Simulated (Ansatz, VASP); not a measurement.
Given: the input of a run of Ansatz 0.2.0 on Si2W.

Contents of input.yaml:

```yaml
crystal:
  lattice:
    - [-1.6069, 1.6069, 3.91495]
    - [1.6069, -1.6069, 3.91495]
    - [1.6069, 1.6069, -3.91495]
  atoms:
    - { symbol: W, position: [0.0, 0.0, 0.0] }
    - { symbol: Si, position: [0.6653, 0.6653, 0.0] }
    - { symbol: Si, position: [0.3347, 0.3347, 0.0] }
hamiltonian:
  xc: pbesol
  pseudopotentials: { kind: paw }
  dispersion: d3bj
kpoints:
  mp_grid: { grid: [12, 12, 12] }
scf:
  occupations: { method: fermi_dirac, width: 0.05 }
output:
  forces: true
  stress: true
relax:
  f_tol: 0.01
  max_steps: 40
  cell: { stress_tol: 0.05 }
```

Potentials or basis: Ansatz PAW.

The run is started by

```bash
$ ansatz run input.yaml --threads 2 --pin off --max-ram 5632MiB --backend cpu --events-out ev --progress --plain --runs-dir out
```

Question: Translate it to VASP 6.6.1. Potentials there: VASP PAW PBE potentials, release 64 (W_sv, Si).

Answer: As run (the cutoff follows the program's own potentials):

File INCAR:

```
SYSTEM = Si2W
PREC = Accurate
ENCUT = 600
EDIFF = 1E-6
ISMEAR = -1
SIGMA = 0.05
LREAL = .False.
LASPH = .True.
NELM = 80
ALGO = Normal
ISIF = 3
LWAVE = .False.
LCHARG = .False.
GGA = PS
IVDW = 12
IBRION = 2
NSW = 60
EDIFFG = -0.01
```

Contents of KPOINTS:

```
Automatic mesh
0
Gamma
  12 12 12
  0 0 0
```

Contents of POSCAR:

```
Si2W
1.0
   -1.6069000000      1.6069000000      3.9149500000
    1.6069000000     -1.6069000000      3.9149500000
    1.6069000000      1.6069000000     -3.9149500000
W Si
1 2
Direct
    0.0000000000      0.0000000000      0.0000000000
    0.6653000000      0.6653000000      0.0000000000
    0.3347000000      0.3347000000      0.0000000000
```

Potentials or basis: VASP PAW PBE potentials, release 64 (W_sv, Si).

Command:

```bash
$ cat potpaw_PBE.64/W_sv/POTCAR potpaw_PBE.64/Si/POTCAR > POTCAR
$ mpirun -np 1 vasp_std > vasp.out
```

Both were run:

|  | VASP | Ansatz | Ansatz less VASP |
| --- | --- | --- | --- |
| relaxed volume (Å³/atom) | 13.01 | 12.98 | -0.023 |
| relaxed cell length with the largest relative difference (Å) | 4.480 | 4.478 | -0.0020 |

VASP's potentials were made for PBE, not for PBEsol.

Neither program's run includes spin-orbit coupling. Noted on Ansatz's run: the plane-wave basis is chosen anew once the cell has moved, so the energies of steps on either side of that aren't comparable.
